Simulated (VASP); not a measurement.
Here is a VASP 6.6.1 calculation.

The input INCAR:

```
  PREC = Accurate
  ENCUT = 520
  EDIFF = 1E-6
  ISMEAR = 0
  SIGMA = 0.1
  LREAL = F
  LASPH = T
  NELM = 80
  ALGO = Normal
  ISIF = 2
  LWAVE = F
  LCHARG = F
  GGA = PS
  NBANDS = 19
```

KPOINTS

```
Automatic mesh
0
Gamma
  14 14 14
```

The input POSCAR:

```
Cr
1.0
    2.7580029521      0.0000000000      0.0000000000
    0.0000000000      2.7580029521      0.0000000000
    0.0000000000      0.0000000000      2.8480601913
Cr
2
Direct
    0.0000000000      0.0000000000      0.0000000000
    0.5000000000      0.5000000000      0.5000000000
```

Potentials or basis: VASP PAW PBE potentials, release 64 (Cr_pv).

Run with:

```bash
$ cat potpaw_PBE.64/Cr_pv/POTCAR > POTCAR
$ mpirun -np 1 vasp_std > vasp.out
```

Estimate the pressure.

8.2 GPa.

What does it give for the band gap on the k mesh?

Zero (band 12 reaches 13.20 eV, above the bottom of band 13 at 11.32 eV).

Stress tensor (GPa, compression positive):
```
12.42  0.00  0.00
 0.00 12.42  0.00
 0.00  0.00 -0.12
```

Caveat: the cell differs from its parent crystal (biaxial strain in the a-b plane: -2.0 %); the PAW data sets were made with another functional, which shifts forces and pressure a little; the run has no spin polarisation, though such a crystal can be magnetic. Spin polarisation is off, so any magnetic state and its effect on volume and gap are missing.
